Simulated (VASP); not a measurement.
# Fe (Fm-3m) in VASP: a series of runs

Runs on Fe. Level: PBEsol. Tasks: single point.

All numbers are computed with VASP 6.6.1; they aren't measurements. Logs are shortened: lines on timing, memory, paths and dates and some standing lists are left out, and cuts for length are marked.

## 1. The cell of the first run

Symmetry: Fm-3m, No. 225, cubic system. The conventional cell has a = 3.485 Å, b = 3.485 Å, c = 3.485 Å, α = 90.00°, β = 90.00°, γ = 90.00°. Fe (site symmetry m-3m) has 12 Fe at 2.46 Å within 3.3 Å.

This isn't the form of Fe at room conditions, which is bcc.

## 2. Single point, PBEsol, collinear spin, ferromagnetic start

File INCAR:

```
ALGO = Normal
EDIFF = 1E-6
ENCUT = 520
GGA = PS
ISIF = 2
ISMEAR = -1
ISPIN = 2
ISYM = 0
LASPH = True
LCHARG = False
LMAXMIX = 4
LORBIT = 11
LREAL = False
LWAVE = False
MAGMOM = 0.4 0.4
NBANDS = 19
NELM = 150
PREC = Accurate
SIGMA = 0.1
```

File KPOINTS:

```
k-points
0
Gamma
  7 10 12
```

File POSCAR:

```
Fe
1.0
   -1.7425000000     -1.7425000000     -3.4850000000
    1.7425000000     -1.7425000000      0.0000000000
   -1.7425000000     -1.7425000000      0.0000000000
Fe
2
Direct
    0.0000000000      0.0000000000      0.0000000000
    0.5000000000      0.5000000000      0.0000000000
```

Potentials or basis: VASP PAW PBE potentials, release 64 (Fe).

Launch:

```bash
$ cat potpaw_PBE.64/Fe/POTCAR > POTCAR
$ mpirun -np 1 vasp_std > vasp.out
```

OUTCAR:

```text
EDIFF = 1E-6
   ENCUT = 520
   GGA = PS
   ISIF = 2
   ISMEAR = -1
   ISPIN = 2
   ISYM = 0
   LASPH = True
   LORBIT = 11
   LREAL = False
   NELM = 150
   PREC = Accurate

 ion  position               nearest neighbor table
   1  0.000  0.000  0.000-   2 2.46   2 2.46   2 2.46   2 2.46   2 2.46   2 2.46   2 2.46   2 2.46

   2  0.500  0.500  0.000-   1 2.46   1 2.46   1 2.46   1 2.46   1 2.46   1 2.46   1 2.46   1 2.46

IMPORTANT INFORMATION: All symmetrisations will be switched off!
NOSYMM: (Re-)initialisation of all symmetry stuff for point group C_1.

----------------------------------------------------------------------------------------

                                     Primitive cell

  volume of cell :      21.1631

  direct lattice vectors                    reciprocal lattice vectors
    -1.742500000 -1.742500000 -3.485000000     0.000000000  0.000000000 -0.286944046
     1.742500000 -1.742500000  0.000000000     0.286944046 -0.286944046  0.000000000
    -1.742500000 -1.742500000  0.000000000    -0.286944046 -0.286944046  0.286944046

  length of vectors
     4.268235877  2.464267132  2.464267132     0.286944046  0.405800161  0.497001666

  position of ions in fractional coordinates (direct lattice)
     0.000000000  0.000000000  0.000000000
     0.500000000  0.500000000  0.000000000

  ion indices of the primitive-cell ions
   primitive index   ion index
                 1           1
                 2           2

----------------------------------------------------------------------------------------

 KPOINTS: k-points

Automatic generation of k-mesh.
 Grid dimensions read from file:
 generate k-points for:    7   10   12

 Generating k-lattice:

  Cartesian coordinates                     Fractional coordinates (reciprocal lattice)
     0.000000000  0.000000000 -0.040992007     0.142857143  0.000000000  0.000000000
     0.028694405 -0.028694405  0.000000000     0.000000000  0.100000000  0.000000000
    -0.023912004 -0.023912004  0.023912004     0.000000000  0.000000000  0.083333333

  Length of vectors
     0.040992007  0.040580016  0.041416806

  Shift w.r.t. Gamma in fractional coordinates (k-lattice)
     0.000000000  0.000000000  0.000000000

 -----------------------------------------------------------------------------
|                                                                             |
|           W    W    AA    RRRRR   N    N  II  N    N   GGGG   !!!           |
|           W    W   A  A   R    R  NN   N  II  NN   N  G    G  !!!           |
|           W    W  A    A  R    R  N N  N  II  N N  N  G       !!!           |
[... 86 lines left out ...]
     AMIX     =   0.40;   BMIX     =  1.00
     AMIX_MAG =   1.60;   BMIX_MAG =  1.00
  volume/ion in A,a.u.               =      10.58        71.41
  Fermi-wavevector in a.u.,A,eV,Ry     =   1.491381  2.818302 30.262328  2.224218
  Thomas-Fermi vector in A             =   2.604044
   LORBIT       =     11    0 simple, 1 ext, 2 COOP (PROOUT), +10 PAW based schemes
   GGA     = PS    functional components
   LHFCALC =     F    Hartree Fock is set to
   AEXX    =    0.0000 exact exchange contribution
   IVDW    =     0    specifies the selected vdW correction
   LEPSILON=     F    determine dielectric tensor
   LRPA    =     F    only Hartree local field effects (RPA)
 spin polarized calculation
  energy-cutoff  :      520.00
  volume of cell :       21.16
 maximum number of plane-waves:       592
   NGX = 15   NGY =  9   NGZ =  9

 number of electron      15.9999988 magnetization       0.0523067

 number of electron      15.9999988 magnetization      -0.0020571

 Free energy of the ion-electron system (eV)
  ---------------------------------------------------
  ext. energy  EPLUGINS =         0.00000000
  ---------------------------------------------------
  free energy    TOTEN  =       -17.66790128 eV

  energy without entropy =      -17.54537129  energy(sigma->0) =      -17.60663629

 E-fermi :   6.2770     XC(G=0): -13.7330

 val. band max:        6.2767345843   @ k =   0.4286   0.3000   0.3333
 cond. band min:       6.2771436785   @ k =   0.2857  -0.1000   0.2500
 fundamental gap:      0.0004090942
 Fermi energy:         6.2770271314

 spin component 1

 k-point     1 :       0.0000    0.0000    0.0000
  band No.  band energies     occupation
      1      -2.4156      1.00000
      2       1.5349      1.00000
      3       2.2557      1.00000
      4       4.7123      1.00000
      5       4.7129      1.00000
      6       4.7129      1.00000
[... 517 lines left out ...]
     18      29.5172      0.00000
     19      32.7231      0.00000

 [... further k-points ...]

 spin component 2

 k-point     1 :       0.0000    0.0000    0.0000
  band No.  band energies     occupation
      1      -2.4158      1.00000
      2       1.5341      1.00000
      3       2.2551      1.00000
      4       4.7116      1.00000
      5       4.7122      1.00000
      6       4.7123      1.00000
[... 517 lines left out ...]
     18      29.5170      0.00000
     19      32.7226      0.00000

 [... further k-points ...]
[... 5 lines left out ...]
  --------------------------------------------------------------------------------------
  -------------------------------------------------------------------------------------
  Total       -2.4207324     -2.4207328     -2.4760032     -0.0355050     -0.0035656     -0.0035654
  in kB     -183.2647802   -183.2648154   -187.4491302     -2.6879557     -0.2699404     -0.2699203
  external PRESSURE =    -184.6595753 kB  Pullay stress =       0.0000000 kB

 VOLUME and BASIS-vectors are now :
 -----------------------------------------------------------------------------
  energy-cutoff  :      520.00
  volume of cell :       21.16
      direct lattice vectors                 reciprocal lattice vectors
    -1.742500000 -1.742500000 -3.485000000     0.000000000  0.000000000 -0.286944046
     1.742500000 -1.742500000  0.000000000     0.286944046 -0.286944046  0.000000000
    -1.742500000 -1.742500000  0.000000000    -0.286944046 -0.286944046  0.286944046

 POSITION                                       TOTAL-FORCE (eV/Angst)
 -----------------------------------------------------------------------------------
      0.00000      0.00000      0.00000         0.000000      0.000000      0.000000
      0.00000     -1.74250     -1.74250        -0.000000     -0.000000     -0.000000
 -----------------------------------------------------------------------------------
    total drift:                               -0.000000     -0.000000     -0.000000

  FREE ENERGIE OF THE ION-ELECTRON SYSTEM (eV)
  ---------------------------------------------------
  free  energy   TOTEN  =       -17.6679012833 eV

  energy  without entropy=      -17.5453712892  energy(sigma->0) =      -17.60663629

 total charge

# of ion       s       p       d       tot
------------------------------------------
    1        0.522   0.601   6.298   7.421
    2        0.522   0.601   6.298   7.421
--------------------------------------------------
tot          1.043   1.202  12.596  14.841

 magnetization (x)

# of ion       s       p       d       tot
------------------------------------------
    1       -0.000  -0.000  -0.006  -0.006
    2        0.000   0.000   0.004   0.004
--------------------------------------------------
tot          0.000   0.000  -0.002  -0.002
```

OSZICAR:

```text
N       E                     dE             d eps       ncg     rms          rms(c)
DAV:   1     0.718506976504E+02    0.71851E+02   -0.69240E+03 35152   0.107E+03
DAV:   2    -0.177597442373E+02   -0.89610E+02   -0.78407E+02 32264   0.202E+02
[... 11 lines left out ...]
DAV:  14    -0.176679622056E+02    0.29389E-02   -0.47614E-03 47570   0.130E+00    0.125E-01
DAV:  15    -0.176678579792E+02    0.10423E-03   -0.11177E-03 47910   0.513E-01    0.758E-02
DAV:  16    -0.176679407198E+02   -0.82741E-04   -0.22019E-04 45836   0.267E-01    0.396E-02
DAV:  17    -0.176678999888E+02    0.40731E-04   -0.16340E-04 43900   0.271E-01    0.269E-02
DAV:  18    -0.176679011073E+02   -0.11185E-05   -0.13924E-05 44624   0.751E-02    0.117E-02
DAV:  19    -0.176679012833E+02   -0.17597E-06   -0.35202E-07 19172   0.797E-03
   1 F= -.17667901E+02 E0= -.17606636E+02  d E =-.122530E+00  mag=    -0.0218
```

stdout:

```text
POSCAR found type information on POSCAR Fe
 POSCAR found :  1 types and       2 ions
 scaLAPACK will be used
 -----------------------------------------------------------------------------
|                                                                             |
|                                                                             |
[... 21 lines left out ...]
|     Results are often still useful ...                                      |
|                                                                             |
 -----------------------------------------------------------------------------

 POSCAR, INCAR and KPOINTS ok, starting setup
 FFT: planning ... GRIDC
 FFT: planning ... GRID_SOFT
 FFT: planning ... GRID
 WAVECAR not read
 entering main loop
```

Run time: 6.8 min. Hardware: 1 thread of Oxide Virtual Turin-like, shared host; peak memory 0.3 GiB.

Results:

```
Free energy                                           : -17.6679 eV
Pressure                                              : -18.5 GPa
Band gap on the k mesh                                : zero (filled and empty bands overlap)
Net moment                                            : 0.00 μB per cell
Valence electrons inside the program's atomic spheres : Fe 7.42
```

Stress tensor (GPa, compression positive):
```
-18.33  -0.27  -0.03
 -0.27 -18.33  -0.03
 -0.03  -0.03 -18.74
```

Caveat: the cell stands under tension; the PAW data sets were made with another functional, which shifts forces and pressure a little.

## 3. Single point, PBEsol, collinear spin, ferromagnetic start

File INCAR:

```
PREC = Accurate
ENCUT = 520
EDIFF = 1E-6
ISMEAR = -1
SIGMA = 0.1
LREAL = False
LASPH = True
NELM = 150
ALGO = Normal
ISIF = 2
LWAVE = False
LCHARG = True
ISPIN = 2
MAGMOM = 2 2
LORBIT = 11
LMAXMIX = 4
GGA = PS
LELF = True
LVHAR = True
NBANDS = 19
ISYM = 0
```

File KPOINTS:

```
regular mesh
0
Gamma
  7 10 12
```

POSCAR is that of step 2.

Potentials or basis: VASP PAW PBE potentials, release 64 (Fe).

Launch:

```bash
$ cat potpaw_PBE.64/Fe/POTCAR > POTCAR
$ mpirun -np 1 vasp_std > vasp.out
```

Wall time 5.9 min (1 thread of Oxide Virtual Turin-like, shared host); peak memory 0.3 GiB.

Results (log left out):

- Free energy: -17.6899 eV
- Pressure: -12.8 GPa
- Net moment: 1.83 μB per cell
- Site moments: Fe +0.90 μB
- Valence electrons inside the program's atomic spheres: Fe 7.42

Levels at points of the mesh, in eV from the Fermi level:
Spin up:
```
           k point  band 5  band 6  band 7  band 8  band 9  band 10  band 11  band 12  band 13  band 14
(0.00, 0.00, 0.00)   -1.93   -1.93   -0.73   -0.73    0.23     0.80     0.80     2.99    10.97    15.65
(0.00, 0.50, 0.00)   -2.70   -2.70   -1.35   -1.35   -0.49    -0.49     2.26     2.26    12.96    12.96
(0.00, 0.00, 0.50)   -2.16   -2.16    0.02    0.02    0.44     0.44     0.44     0.44     7.68     7.68
(0.00, 0.50, 0.50)   -2.81   -2.81   -0.85   -0.85    0.80     0.80     8.99     8.99     8.99     8.99
```
Spin down:
| k point | band 4 | band 5 | band 6 | band 7 | band 8 | band 9 | band 10 | band 11 |
| --- | --- | --- | --- | --- | --- | --- | --- | --- |
| (0.00, 0.00, 0.00) | -1.25 | -1.25 | -1.25 | 0.56 | 0.56 | 1.59 | 1.59 | 1.59 |
| (0.00, 0.50, 0.00) | -2.25 | -1.78 | -1.78 | -0.13 | -0.13 | 0.24 | 0.24 | 3.08 |
| (0.00, 0.00, 0.50) | -1.19 | -1.19 | -1.19 | 0.14 | 0.14 | 1.44 | 1.44 | 1.44 |
| (0.00, 0.50, 0.50) | -2.26 | -2.26 | -2.26 | 0.39 | 0.39 | 1.59 | 1.59 | 9.32 |

Caveat: the cell stands under tension; the PAW data sets were made with another functional, which shifts forces and pressure a little.
